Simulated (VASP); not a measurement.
# Pb (P6_3/mmc) in VASP: notebook

The runs below take Pb through single point, with LDA.

Program: VASP 6.6.1. These are calculated values, not measurements. Logs are shortened: lines on timing, memory, paths and dates and some standing lists are left out, and cuts for length are marked.

**1. The cell of the first run**

The structure is hexagonal, space group P6_3/mmc (No. 194). The conventional cell has a = 3.406 Å, b = 3.406 Å, c = 11.062 Å, α = 90.00°, β = 90.00°, γ = 120.00°. Pb (site symmetry -3m) has 12 Pb at 3.39 to 3.41 Å within 4.5 Å. Pb (site symmetry -6m2) has 12 Pb at 3.39 to 3.41 Å within 4.5 Å.

This isn't the form of Pb at room conditions, which is fcc.

**2. Single point, LDA (27.79 Å³/atom)**

INCAR reads:

```
PREC = Accurate ; ENCUT = 520
EDIFF = 1E-6 ; ISMEAR = -1
SIGMA = 0.1 ; LREAL = F
LASPH = T ; NELM = 60
ALGO = Normal ; ISIF = 2
LWAVE = F ; LCHARG = F
GGA = CA ; NBANDS = 36
```

KPOINTS reads:

```
regular mesh
0
Gamma
  12 12 4
```

POSCAR reads:

```
Pb
1.0
    3.4064540304      0.0000000000      0.0000000000
   -1.7032270152      2.9500757272      0.0000000000
    0.0000000000      0.0000000000     11.0618318884
Pb
4
Direct
    1.0000000000      1.0000000000      0.0000000000
    1.0000000000      1.0000000000      0.5000000000
    0.3333333333      0.6666666667      0.2500000000
    0.6666666667      0.3333333333      0.7500000000
```

Potentials or basis: VASP PAW LDA potentials, release 64 (Pb_d).

The run is started by

```bash
$ cat potpaw_LDA.64/Pb_d/POTCAR > POTCAR
$ mpirun -np 1 vasp_std > vasp.out
```

OUTCAR:

```text
PREC = Accurate
   ENCUT = 520
   EDIFF = 1E-6
   ISMEAR = -1
   LREAL = F
   LASPH = T
   NELM = 60
   ISIF = 2
   GGA = CA

 ion  position               nearest neighbor table
   1  0.000  0.000  0.000-   3 3.39   4 3.39   4 3.39   3 3.39   4 3.39   3 3.39
   2  0.000  0.000  0.500-   3 3.39   4 3.39   4 3.39   3 3.39   4 3.39   3 3.39
   3  0.333  0.667  0.250-   1 3.39   2 3.39   1 3.39   2 3.39   1 3.39   2 3.39
   4  0.667  0.333  0.750-   1 3.39   2 3.39   1 3.39   2 3.39   1 3.39   2 3.39

  LATTYP: Found a hexagonal cell.
 ALAT       =     3.4064540304
 C/A-ratio  =     3.2473157687

  Lattice vectors:

 A1 = (   3.4064540304,   0.0000000000,   0.0000000000)
 A2 = (  -1.7032270152,   2.9500757272,   0.0000000000)
 A3 = (   0.0000000000,   0.0000000000,  11.0618318884)

Analysis of symmetry for initial positions (statically):
=====================================================================
 Subroutine PRICEL returns:
 Original cell was already a primitive cell.

 Routine SETGRP: Setting up the symmetry group for a
 hexagonal supercell.

 Subroutine GETGRP returns: Found 24 space group operations
 (whereof 12 operations were pure point group operations)
 out of a pool of 24 trial point group operations.

The static configuration has the point symmetry D_3d.
 The point group associated with its full space group is D_6h.

Analysis of symmetry for dynamics (positions and initial velocities):
=====================================================================
 Subroutine PRICEL returns:
 Original cell was already a primitive cell.

 Routine SETGRP: Setting up the symmetry group for a
 hexagonal supercell.

 Subroutine GETGRP returns: Found 24 space group operations
 (whereof 12 operations were pure point group operations)
 out of a pool of 24 trial point group operations.

The dynamic configuration has the point symmetry D_3d.
 The point group associated with its full space group is D_6h.

 Subroutine INISYM returns: Found 24 space group operations
 (whereof 12 operations are pure point group operations),
 and found     1 'primitive' translations

----------------------------------------------------------------------------------------

                                     Primitive cell

  volume of cell :     111.1636

  direct lattice vectors                    reciprocal lattice vectors
     3.406454030  0.000000000  0.000000000     0.293560398  0.169487175  0.000000000
    -1.703227015  2.950075727  0.000000000     0.000000000  0.338974349  0.000000000
     0.000000000  0.000000000 11.061831888     0.000000000  0.000000000  0.090400940

  length of vectors
     3.406454030  3.406454030 11.061831888     0.338974349  0.338974349  0.090400940

  position of ions in fractional coordinates (direct lattice)
     0.000000000  0.000000000  0.000000000
     0.000000000  0.000000000  0.500000000
     0.333333333  0.666666667  0.250000000
     0.666666667  0.333333333  0.750000000

  ion indices of the primitive-cell ions
   primitive index   ion index
                 1           1
                 2           2
                 3           3
                 4           4

----------------------------------------------------------------------------------------

 KPOINTS: regular mesh

Automatic generation of k-mesh.
 Grid dimensions read from file:
 generate k-points for:   12   12    4

 Generating k-lattice:

  Cartesian coordinates                     Fractional coordinates (reciprocal lattice)
     0.024463366  0.014123931  0.000000000     0.083333333 -0.000000000  0.000000000
     0.000000000  0.028247862  0.000000000     0.000000000  0.083333333  0.000000000
     0.000000000  0.000000000  0.022600235     0.000000000  0.000000000  0.250000000

  Length of vectors
     0.028247862  0.028247862  0.022600235

  Shift w.r.t. Gamma in fractional coordinates (k-lattice)
     0.000000000  0.000000000  0.000000000

 Subroutine IBZKPT returns following result:
 ===========================================

 Found     57 irreducible k-points:

 Following reciprocal coordinates:
            Coordinates               Weight
  0.000000  0.000000  0.000000      1.000000
  0.083333 -0.000000  0.000000      6.000000
  0.166667 -0.000000  0.000000      6.000000
  0.250000 -0.000000  0.000000      6.000000
  0.333333 -0.000000  0.000000      6.000000
  0.416667 -0.000000  0.000000      6.000000
[... 16 lines left out ...]
  0.250000 -0.000000  0.250000     12.000000
  0.333333 -0.000000  0.250000     12.000000
 [... further k-points ...]
   k-points           NKPTS =     57   k-points in BZ     NKDIM =     57   number of bands    NBANDS=     36
   number of dos      NEDOS =    301   number of ions     NIONS =      4
   total plane-waves  NPLWV =  65856
   dimension x,y,z NGX =    28 NGY =   28 NGZ =   84
   dimension x,y,z NGXF=    56 NGYF=   56 NGZF=  168
   ions per type =               4
   NGX,Y,Z   is equivalent  to a cutoff of  13.66, 13.66, 12.62 a.u.
   NGXF,Y,Z  is equivalent  to a cutoff of  27.33, 27.33, 25.25 a.u.
 SYSTEM =  unknown system
   PREC   = accura    normal or accurate (medium, high low for compatibility)
   ISTART =      0    job   : 0-new  1-cont  2-samecut
   ICHARG =      2    charge: 1-file 2-atom 10-const
   ISPIN  =      1    spin polarized calculation?
   LNONCOLLINEAR =      F non collinear calculations
   LSORBIT =      F    spin-orbit coupling
   LASPH  =      T    aspherical Exc in radial PAW
   ENCUT  =  520.0 eV  38.22 Ry    6.18 a.u.   6.33  6.33 20.57*2*pi/ulx,y,z
   NELM   =     60;   NELMIN=  2; NELMDL= -5     # of ELM steps
   EDIFF  = 0.1E-05   stopping-criterion for ELM
   LREAL  =      F    real-space projection
   EDIFFG = 0.1E-04   stopping-criterion for IOM
   NSW    =      0    number of steps for IOM
   IBRION =     -1    ionic relax: 0-MD 1-quasi-New 2-CG
   NFREE  =      0    steps in history (QN), initial steepest desc. (CG)
   ISIF   =      2    stress and relaxation
   ISYM   =      2    0-nonsym 1-usesym 2-fastsym
   POTIM  = 0.5000    time-step for ionic-motion
   TEBEG  =    0.0;   TEEND  =   0.0 temperature during run
   PSTRESS=    0.0 pullay stress
   NELECT =      56.0000    total number of electrons
   NUPDOWN=      -1.0000    fix difference up-down
   EMIN   =  10.00;   EMAX   =-10.00  energy-range for DOS
   EFERMI =   0.00;   METHOD = LEGACY
   ISMEAR =    -1;   SIGMA  =   0.10  broadening in eV -4-tet -1-fermi 0-gaus
   EFERMI_NEDOS =   21; number of points for ismear=-14 and -15
   IALGO  =     38    algorithm
   IMIX   =      4    mixing-type and parameters
     AMIX     =   0.40;   BMIX     =  1.00
     AMIX_MAG =   1.60;   BMIX_MAG =  1.00
  volume/ion in A,a.u.               =      27.79       187.54
  Fermi-wavevector in a.u.,A,eV,Ry     =   1.302617  2.461588 23.086500  1.696810
  Thomas-Fermi vector in A             =   2.433673
   LORBIT       =      0    0 simple, 1 ext, 2 COOP (PROOUT), +10 PAW based schemes
   GGA     = CA    functional components
   LHFCALC =     F    Hartree Fock is set to
   AEXX    =    0.0000 exact exchange contribution
   IVDW    =     0    specifies the selected vdW correction
   LEPSILON=     F    determine dielectric tensor
   LRPA    =     F    only Hartree local field effects (RPA)
 non-spin polarized calculation
  energy-cutoff  :      520.00
  volume of cell :      111.16
 maximum number of plane-waves:      3029
 NGX is ok and might be reduce to    28
   NGX = 13   NGY = 13   NGZ = 41

 number of electron      55.9999997 magnetization

 Free energy of the ion-electron system (eV)
  ---------------------------------------------------
  ext. energy  EPLUGINS =         0.00000000
  ---------------------------------------------------
  free energy    TOTEN  =       -16.97939562 eV

  energy without entropy =      -16.91609482  energy(sigma->0) =      -16.94774522

 E-fermi :   8.0601     XC(G=0): -10.8795

 val. band max:        8.0244580714   @ k =   0.4167   0.1667   0.0000
 cond. band min:       8.1179852578   @ k =   0.4167   0.1667   0.0000
 fundamental gap:      0.0935271864
 Fermi energy:         8.0600868622

 k-point     1 :       0.0000    0.0000    0.0000
  band No.  band energies     occupation
      1      -9.1133      2.00000
      2      -9.0757      2.00000
      3      -9.0696      2.00000
      4      -9.0529      2.00000
      5      -9.0517      2.00000
      6      -9.0517      2.00000
[... 28 lines left out ...]
     35      16.0037      0.00000
     36      16.2455      0.00000

 k-point     2 :       0.0833   -0.0000    0.0000
  band No.  band energies     occupation
      1      -9.1032      2.00000
      2      -9.0819      2.00000
      3      -9.0679      2.00000
      4      -9.0509      2.00000
      5      -9.0506      2.00000
      6      -9.0493      2.00000
[... 28 lines left out ...]
     35      16.0607      0.00000
     36      16.2031      0.00000

 k-point     3 :       0.1667   -0.0000    0.0000
  band No.  band energies     occupation
      1      -9.1236      2.00000
      2      -9.0947      2.00000
      3      -9.0870      2.00000
      4      -9.0439      2.00000
      5      -9.0363      2.00000
      6      -9.0181      2.00000
[... 28 lines left out ...]
     35      15.3586      0.00000
     36      16.0226      0.00000
[... 742 lines left out ...]
 k-point    23 :       0.2500   -0.0000    0.2500
  band No.  band energies     occupation
      1      -9.1670      2.00000
      2      -9.1397      2.00000
      3      -9.0944      2.00000
      4      -9.0533      2.00000
      5      -9.0402      2.00000
      6      -9.0144      2.00000
[... 28 lines left out ...]
     35      14.1921      0.00000
     36      15.0953      0.00000

 k-point    24 :       0.3333   -0.0000    0.2500
  band No.  band energies     occupation
      1      -9.2095      2.00000
      2      -9.1719      2.00000
      3      -9.1193      2.00000
      4      -9.0868      2.00000
      5      -9.0752      2.00000
      6      -9.0361      2.00000
[... 28 lines left out ...]
     35      13.2357      0.00000
     36      14.4084      0.00000

 [... further k-points ...]

------------------------ aborting loop because EDIFF is reached ----------------------------------------

  FORCE on cell =-STRESS in cart. coord.  units (eV):
  Direction    XX          YY          ZZ          XY          YZ          ZX
  --------------------------------------------------------------------------------------
  -------------------------------------------------------------------------------------
  Total        1.6910499      1.6910499      2.1011599      0.0000000      0.0000000      0.0000000
  in kB       24.3727347     24.3727347     30.2835602      0.0000000      0.0000000      0.0000000
  external PRESSURE =      26.3430099 kB  Pullay stress =       0.0000000 kB

 VOLUME and BASIS-vectors are now :
 -----------------------------------------------------------------------------
  energy-cutoff  :      520.00
  volume of cell :      111.16
      direct lattice vectors                 reciprocal lattice vectors
     3.406454030  0.000000000  0.000000000     0.293560398  0.169487175  0.000000000
    -1.703227015  2.950075727  0.000000000     0.000000000  0.338974349  0.000000000
     0.000000000  0.000000000 11.061831888     0.000000000  0.000000000  0.090400940

 POSITION                                       TOTAL-FORCE (eV/Angst)
 -----------------------------------------------------------------------------------
      0.00000      0.00000      0.00000         0.000000      0.000000      0.000000
      0.00000      0.00000      5.53092         0.000000      0.000000      0.000000
     -0.00000      1.96672      2.76546        -0.000000     -0.000000      0.000000
      1.70323      0.98336      8.29637         0.000000      0.000000     -0.000000
 -----------------------------------------------------------------------------------
    total drift:                                0.000000     -0.000000      0.000000

  FREE ENERGIE OF THE ION-ELECTRON SYSTEM (eV)
  ---------------------------------------------------
  free  energy   TOTEN  =       -16.9793956223 eV

  energy  without entropy=      -16.9160948177  energy(sigma->0) =      -16.94774522
```

Run time: 5.5 min. Hardware: 1 thread of Intel Xeon 8259CL, shared host; peak memory 0.3 GiB.

Results:

| Item | Value |
| --- | --- |
| Free energy | -16.9794 eV |
| Pressure | 2.6 GPa |
| Band gap on the k mesh | zero (bands 28 and 29 overlap by 8.35 eV) |

Caveat: spin-orbit coupling is left out, which moves the levels of the heavy elements.

**3. Single point, LDA (28.95 Å³/atom)**

This run uses another cell than the first one, of 28.95 Å³/atom.

INCAR reads:

```
PREC = Accurate ; ENCUT = 520
EDIFF = 1E-7 ; ISMEAR = -1
SIGMA = 0.1 ; LREAL = F
LASPH = T ; NELM = 100
ALGO = Normal ; ISIF = 2
LWAVE = F ; LCHARG = F
NBANDS = 36
```

KPOINTS reads:

```
Automatic mesh
0
Gamma
  12 12 4
```

POSCAR reads:

```
Pb
1.0
    3.4531235836      0.0000000000      0.0000000000
   -1.7265617918      2.9904927458      0.0000000000
    0.0000000000      0.0000000000     11.2133826644
Pb
4
Direct
    1.0000000000      1.0000000000      0.0000000000
    1.0000000000      1.0000000000      0.5000000000
    0.3333333333      0.6666666667      0.2500000000
    0.6666666667      0.3333333333      0.7500000000
```

Potentials or basis: VASP PAW LDA potentials, release 64 (Pb_d).

The run is started by

```bash
$ cat potpaw_LDA.64/Pb_d/POTCAR > POTCAR
$ mpirun -np 1 vasp_std > vasp.out
```

It took 6.3 min on 1 thread of Intel Xeon 8259CL, shared host; peak memory 0.31 GiB.

Results (log left out):

| Item | Value |
| --- | --- |
| Free energy | -17.0225 eV |
| Pressure | 0.2 GPa |
| Band gap on the k mesh | zero (bands 28 and 29 overlap by 7.99 eV) |

Stress tensor (GPa, compression positive):
```
0.08 0.00 0.00
0.00 0.08 0.00
0.00 0.00 0.55
```

Levels at points of the mesh, in eV from the Fermi level:
| k point | band 26 | band 27 | band 28 | band 29 | band 30 | band 31 |
| --- | --- | --- | --- | --- | --- | --- |
| (0.00, 0.00, 0.00) | 0.86 | 0.87 | 5.68 | 5.68 | 6.54 | 6.54 |
| (0.50, 0.00, 0.00) | -3.96 | -2.41 | -1.89 | -0.09 | 0.81 | 1.99 |
| (0.00, 0.00, 0.50) | -2.61 | 4.92 | 4.92 | 5.92 | 5.92 | 5.92 |
| (0.50, 0.00, 0.50) | -3.67 | -2.94 | -2.94 | 1.37 | 1.37 | 2.38 |

Caveat: spin-orbit coupling is left out, which moves the levels of the heavy elements.
